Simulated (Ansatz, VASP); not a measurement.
## TePb: VASP beside Ansatz

```
Te Pb
1.0
     0.00000    3.13177    3.13177
     3.13177    0.00000    3.13177
     3.13177    3.13177    0.00000
Te Pb
1 1
Cartesian
  3.1318 3.1318 3.1318
  0.0000 0.0000 0.0000
```

Alike in both runs: task single point; functional r2SCAN; k mesh 8 × 8 × 8; occupations gaussian, width 0.02 eV; no spin polarisation.

|  | VASP | Ansatz |
| --- | --- | --- |
| version | VASP 6.6.1 | Ansatz 0.2.0 |
| potentials or method | VASP PAW PBE potentials, release 64 (Te, Pb_d), cutoff 520 eV | scalar-relativistic, plane waves, PAW |
| valence electrons in the cell | 20 | 30 |

```tsv
	VASP	Ansatz	Ansatz less VASP
gap on the k mesh at the Fermi level (eV)	0.78	0.77	-0.005
least direct gap on the mesh (eV)	0.78	0.77	-0.005
pressure (GPa)	7.1	7.1	-0.01
```

VASP's potentials were made for PBE, not for r2SCAN. VASP's potentials hold 20 valence electrons a cell and Ansatz's 30, so a difference there can come from the potentials and not from the codes.

Neither program's run includes spin-orbit coupling.
